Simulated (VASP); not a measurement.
# Ru (P6_3/mmc) in VASP: relaxation of cell and atoms with LDA

Aim: the relaxation of cell and atoms of Ru with LDA.

Program: VASP 6.6.1. These are calculated values, not measurements. Logs are shortened: lines on timing, memory, paths and dates and some standing lists are left out, and cuts for length are marked.

**1. The cell of the first run**

It takes space group P6_3/mmc (No. 194, hexagonal). Conventional cell: a = 2.700 Å, b = 2.700 Å, c = 4.277 Å, α = 90.00°, β = 90.00°, γ = 120.00°. Within 3.5 Å of Ru (site symmetry -6m2) lie 12 Ru at 2.65 to 2.70 Å.

**2. Relaxation of cell and atoms, LDA**

File INCAR:

```
SYSTEM = Ru
PREC = Accurate
ENCUT = 600
EDIFF = 1E-6
ISMEAR = 1
SIGMA = 0.1
LREAL = .FALSE.
LASPH = .TRUE.
NELM = 60
ALGO = Normal
ISIF = 3
LWAVE = .FALSE.
LCHARG = .FALSE.
IBRION = 2
NSW = 60
EDIFFG = -0.005
```

File KPOINTS:

```
Automatic mesh
0
G
  23 23 13
  0 0 0
```

File POSCAR:

```
Ru
1.0
    2.7000000000      0.0000000000      0.0000000000
   -1.3500000000      2.3382685900      0.0000000000
    0.0000000000      0.0000000000      4.2768000000
Ru
2
Direct
    0.0000000000      0.0000000000      0.0000000000
    0.3333333333      0.6666666667      0.5000000000
```

Potentials or basis: VASP PAW LDA potentials, release 64 (Ru_pv).

On the command line:

```sh
cat potpaw_LDA.64/Ru_pv/POTCAR > POTCAR
mpirun -np 1 vasp_std > vasp.out
```

OUTCAR:

```text
SYSTEM = Ru
   PREC = Accurate
   ENCUT = 600
   EDIFF = 1E-6
   ISMEAR = 1
   LREAL = .FALSE.
   LASPH = .TRUE.
   NELM = 60
   ISIF = 3
   IBRION = 2
   NSW = 60
   EDIFFG = -0.005

 ion  position               nearest neighbor table
   1  0.000  0.000  0.000-   2 2.65   2 2.65   2 2.65   2 2.65   2 2.65   2 2.65
   2  0.333  0.667  0.500-   1 2.65   1 2.65   1 2.65   1 2.65   1 2.65   1 2.65

  LATTYP: Found a hexagonal cell.
 ALAT       =     2.7000000000
 C/A-ratio  =     1.5840000000

  Lattice vectors:

 A1 = (   2.7000000000,   0.0000000000,   0.0000000000)
 A2 = (  -1.3500000000,   2.3382685900,   0.0000000000)
 A3 = (   0.0000000000,   0.0000000000,   4.2768000000)

Analysis of symmetry for initial positions (statically):
=====================================================================
 Subroutine PRICEL returns:
 Original cell was already a primitive cell.

 Routine SETGRP: Setting up the symmetry group for a
 hexagonal supercell.

 Subroutine GETGRP returns: Found 24 space group operations
 (whereof 12 operations were pure point group operations)
 out of a pool of 24 trial point group operations.

The static configuration has the point symmetry D_3h.
 The point group associated with its full space group is D_6h.

Analysis of symmetry for dynamics (positions and initial velocities):
=====================================================================
 Subroutine PRICEL returns:
 Original cell was already a primitive cell.

 Routine SETGRP: Setting up the symmetry group for a
 hexagonal supercell.

 Subroutine GETGRP returns: Found 24 space group operations
 (whereof 12 operations were pure point group operations)
 out of a pool of 24 trial point group operations.

The dynamic configuration has the point symmetry D_3h.
 The point group associated with its full space group is D_6h.

 Subroutine INISYM returns: Found 24 space group operations
 (whereof 12 operations are pure point group operations),
 and found     1 'primitive' translations

----------------------------------------------------------------------------------------

                                     Primitive cell

  volume of cell :      27.0008

  direct lattice vectors                    reciprocal lattice vectors
     2.700000000  0.000000000  0.000000000     0.370370370  0.213833433  0.000000000
    -1.350000000  2.338268590  0.000000000     0.000000000  0.427666866  0.000000000
     0.000000000  0.000000000  4.276800000     0.000000000  0.000000000  0.233819678

  length of vectors
     2.700000000  2.700000000  4.276800000     0.427666866  0.427666866  0.233819678

  position of ions in fractional coordinates (direct lattice)
     0.000000000  0.000000000  0.000000000
     0.333333333  0.666666667  0.500000000

  ion indices of the primitive-cell ions
   primitive index   ion index
                 1           1
                 2           2

----------------------------------------------------------------------------------------

 KPOINTS: Automatic mesh

Automatic generation of k-mesh.
 Grid dimensions read from file:
 generate k-points for:   23   23   13

 Generating k-lattice:

  Cartesian coordinates                     Fractional coordinates (reciprocal lattice)
     0.016103060  0.009297106  0.000000000     0.043478261  0.000000000  0.000000000
     0.000000000  0.018594212  0.000000000     0.000000000  0.043478261  0.000000000
     0.000000000  0.000000000  0.017986129     0.000000000  0.000000000  0.076923077

  Length of vectors
     0.018594212  0.018594212  0.017986129

  Shift w.r.t. Gamma in fractional coordinates (k-lattice)
     0.000000000  0.000000000  0.000000000

 Subroutine IBZKPT returns following result:
 ===========================================

 Found    392 irreducible k-points:

 Following reciprocal coordinates:
            Coordinates               Weight
  0.000000  0.000000  0.000000      1.000000
  0.043478  0.000000  0.000000      6.000000
  0.086957 -0.000000  0.000000      6.000000
  0.130435  0.000000  0.000000      6.000000
  0.173913  0.000000  0.000000      6.000000
  0.217391  0.000000  0.000000      6.000000
[... 16 lines left out ...]
  0.478261  0.043478  0.000000      6.000000
  0.086957  0.086957  0.000000      6.000000
 [... further k-points ...]
   k-points           NKPTS =    392   k-points in BZ     NKDIM =    392   number of bands    NBANDS=     18
   number of dos      NEDOS =    301   number of ions     NIONS =      2
   total plane-waves  NPLWV =  20736
   dimension x,y,z NGX =    24 NGY =   24 NGZ =   36
   dimension x,y,z NGXF=    48 NGYF=   48 NGZF=   72
   ions per type =               2
   NGX,Y,Z   is equivalent  to a cutoff of  14.78, 14.78, 13.99 a.u.
   NGXF,Y,Z  is equivalent  to a cutoff of  29.55, 29.55, 27.99 a.u.
 SYSTEM =  Ru
   PREC   = accura    normal or accurate (medium, high low for compatibility)
   ISTART =      0    job   : 0-new  1-cont  2-samecut
   ICHARG =      2    charge: 1-file 2-atom 10-const
   ISPIN  =      1    spin polarized calculation?
   LNONCOLLINEAR =      F non collinear calculations
   LSORBIT =      F    spin-orbit coupling
   LASPH  =      T    aspherical Exc in radial PAW
   ENCUT  =  600.0 eV  44.10 Ry    6.64 a.u.   5.39  5.39  8.54*2*pi/ulx,y,z
   NELM   =     60;   NELMIN=  2; NELMDL= -5     # of ELM steps
   EDIFF  = 0.1E-05   stopping-criterion for ELM
   LREAL  =      F    real-space projection
   EDIFFG = -.5E-02   stopping-criterion for IOM
   NSW    =     60    number of steps for IOM
   IBRION =      2    ionic relax: 0-MD 1-quasi-New 2-CG
   NFREE  =      1    steps in history (QN), initial steepest desc. (CG)
   ISIF   =      3    stress and relaxation
   ISYM   =      2    0-nonsym 1-usesym 2-fastsym
   POTIM  = 0.5000    time-step for ionic-motion
   TEBEG  =    0.0;   TEEND  =   0.0 temperature during run
   PSTRESS=    0.0 pullay stress
   NELECT =      28.0000    total number of electrons
   NUPDOWN=      -1.0000    fix difference up-down
   EMIN   =  10.00;   EMAX   =-10.00  energy-range for DOS
   EFERMI =   0.00;   METHOD = LEGACY
   ISMEAR =     1;   SIGMA  =   0.10  broadening in eV -4-tet -1-fermi 0-gaus
   EFERMI_NEDOS =   21; number of points for ismear=-14 and -15
   IALGO  =     38    algorithm
   IMIX   =      4    mixing-type and parameters
     AMIX     =   0.40;   BMIX     =  1.00
     AMIX_MAG =   1.60;   BMIX_MAG =  1.00
  volume/ion in A,a.u.               =      13.50        91.11
  Fermi-wavevector in a.u.,A,eV,Ry     =   1.657048  3.131367 37.358996  2.745809
  Thomas-Fermi vector in A             =   2.744868
   LORBIT       =      0    0 simple, 1 ext, 2 COOP (PROOUT), +10 PAW based schemes
   GGA     = CA    functional components
   LHFCALC =     F    Hartree Fock is set to
   AEXX    =    0.0000 exact exchange contribution
   IVDW    =     0    specifies the selected vdW correction
   LEPSILON=     F    determine dielectric tensor
   LRPA    =     F    only Hartree local field effects (RPA)
 conjugate gradient relaxation of ions
 non-spin polarized calculation
 Methfessel and Paxton  Order N= 1 SIGMA  =   0.10
  energy-cutoff  :      600.00
  volume of cell :       27.00
 maximum number of plane-waves:       929
 NGX is ok and might be reduce to    24
   NGX = 11   NGY = 11   NGZ = 17

--------------------------------------- Ionic step        1  -------------------------------------------

 number of electron      28.0000000 magnetization

 Free energy of the ion-electron system (eV)
  ---------------------------------------------------
  ext. energy  EPLUGINS =         0.00000000
  ---------------------------------------------------
  free energy    TOTEN  =       -21.36887681 eV

  energy without entropy =      -21.36925408  energy(sigma->0) =      -21.36900257

------------------------ aborting loop because EDIFF is reached ----------------------------------------

  FORCE on cell =-STRESS in cart. coord.  units (eV):
  Direction    XX          YY          ZZ          XY          YZ          ZX
  --------------------------------------------------------------------------------------
  -------------------------------------------------------------------------------------
  Total       -1.5475364     -1.5475364     -1.9263962      0.0000000      0.0000000     -0.0000000
  in kB      -91.8278343    -91.8278343   -114.3086507      0.0000000      0.0000000     -0.0000000
  external PRESSURE =     -99.3214398 kB  Pullay stress =       0.0000000 kB
[... 89 lines left out ...]
  FREE ENERGIE OF THE ION-ELECTRON SYSTEM (eV)
  ---------------------------------------------------
  free  energy   TOTEN  =       -21.3934214393 eV

  energy  without entropy=      -21.3937351000  energy(sigma->0) =      -21.39352599

[... ionic steps 4 to 10 ...]

--------------------------------------- Ionic step       11  -------------------------------------------

 number of electron      27.9999993 magnetization

------------------------ aborting loop because EDIFF is reached ----------------------------------------

  FORCE on cell =-STRESS in cart. coord.  units (eV):
  Direction    XX          YY          ZZ          XY          YZ          ZX
  --------------------------------------------------------------------------------------
  -------------------------------------------------------------------------------------
  Total       -0.0037214     -0.0037214      0.0310519      0.0000000      0.0000000      0.0000000
  in kB       -0.2273039     -0.2273039      1.8966400      0.0000000      0.0000000      0.0000000
  external PRESSURE =       0.4806774 kB  Pullay stress =       0.0000000 kB
[... 57 lines left out ...]
  energy  without entropy=      -21.3937908104  energy(sigma->0) =      -21.39359631

--------------------------------------- Ionic step       13  -------------------------------------------

 number of electron      27.9999993 magnetization

 Free energy of the ion-electron system (eV)
  ---------------------------------------------------
  ext. energy  EPLUGINS =         0.00000000
  ---------------------------------------------------
  free energy    TOTEN  =       -21.39349896 eV

  energy without entropy =      -21.39379226  energy(sigma->0) =      -21.39359673

 E-fermi :  13.3551     XC(G=0): -14.5923

 val. band max:       13.3521479846   @ k =   0.0435   0.0000   0.3846
 cond. band min:      13.3695256378   @ k =   0.0000   0.0000   0.3846
 fundamental gap:      0.0173776531
 Fermi energy:        13.3550549892

 k-point     1 :       0.0000    0.0000    0.0000
  band No.  band energies     occupation
      1     -30.2694      2.00000
      2     -29.2129      2.00000
      3     -29.2129      2.00000
      4     -29.0186      2.00000
      5     -29.0186      2.00000
      6     -28.9631      2.00000
[... 10 lines left out ...]
     17      14.5906     -0.00000
     18      14.7002     -0.00000
[... 466 lines left out ...]
      2     -29.3767      2.00000
      3     -29.3005      2.00000
      4     -29.1755      2.00000
      5     -29.0522      2.00000
      6     -29.0043      2.00000
[... 10 lines left out ...]
     17      14.8455     -0.00000
     18      18.4148      0.00000

 [... further k-points ...]
[... 5 lines left out ...]
  --------------------------------------------------------------------------------------
  -------------------------------------------------------------------------------------
  Total       -0.0093163     -0.0093163     -0.0036137     -0.0000000     -0.0000000      0.0000000
  in kB       -0.5688339     -0.5688339     -0.2206425     -0.0000000     -0.0000000      0.0000000
  external PRESSURE =      -0.4527701 kB  Pullay stress =       0.0000000 kB
[... 17 lines left out ...]
  FREE ENERGIE OF THE ION-ELECTRON SYSTEM (eV)
  ---------------------------------------------------
  free  energy   TOTEN  =       -21.3934989648 eV

  energy  without entropy=      -21.3937922583  energy(sigma->0) =      -21.39359673

 reached required accuracy - stopping structural energy minimisation
```

It took 7.4 min on 1 thread of Intel Xeon 6975P-C (Granite Rapids), shared host; peak memory 0.31 GiB.

What came out:

```
Free energy                            : -21.3935 eV
Relaxed volume                         : 13.12 Å³/atom
Relaxed cell                           : a = 2.677 Å, b = 2.677 Å, c = 4.227 Å, α = 90.00°, β = 90.00°, γ = 120.00°
Space group after relaxing (to 0.05 Å) : P6_3/mmc (No. 194)
Energy gained by relaxing              : 12.3 meV/atom
Ionic steps                            : 13
Pressure after relaxing                : 0.0 GPa
Band gap on the k mesh                 : zero (band 14 reaches 15.01 eV, above the bottom of band 15 at 11.67 eV)
```

Step by step:
| step | energy change (eV) | largest force (eV/Å) | pressure (GPa) | volume (Å³) |
| --- | --- | --- | --- | --- |
| 1 | 0.0000 | 0.0000 | -9.93 | 27.00 |
| 2 | 0.2763 | 0.0000 | 44.11 | 23.86 |
| 3 | -0.0245 | 0.0000 | -0.45 | 26.27 |
| 4 | -0.0246 | 0.0000 | 0.03 | 26.24 |
| 5 | -0.0246 | 0.0000 | 0.23 | 26.22 |
| 6 | -0.0245 | 0.0000 | -0.58 | 26.28 |
| 7 | -0.0246 | 0.0000 | -0.03 | 26.24 |
| 8 | -0.0246 | 0.0000 | -0.15 | 26.25 |
| 9 | -0.0246 | 0.0000 | -0.17 | 26.25 |
| 10 | -0.0246 | 0.0000 | -0.11 | 26.25 |
| 11 | -0.0246 | 0.0000 | 0.05 | 26.23 |
| 12 | -0.0246 | 0.0000 | 0.04 | 26.24 |
| 13 | -0.0246 | 0.0000 | -0.05 | 26.24 |

Final structure:
```cif
data_structure
_symmetry_space_group_name_H-M 'P 1'
_symmetry_Int_Tables_number 1
_cell_length_a 2.6773
_cell_length_b 2.6773
_cell_length_c 4.2271
_cell_angle_alpha 90.000
_cell_angle_beta 90.000
_cell_angle_gamma 120.000
_cell_volume 26.24
loop_
_atom_site_label
_atom_site_type_symbol
_atom_site_fract_x
_atom_site_fract_y
_atom_site_fract_z
_atom_site_occupancy
Ru1 Ru 0.00000 0.00000 0.00000 1
Ru2 Ru 0.33333 0.66667 0.50000 1
```
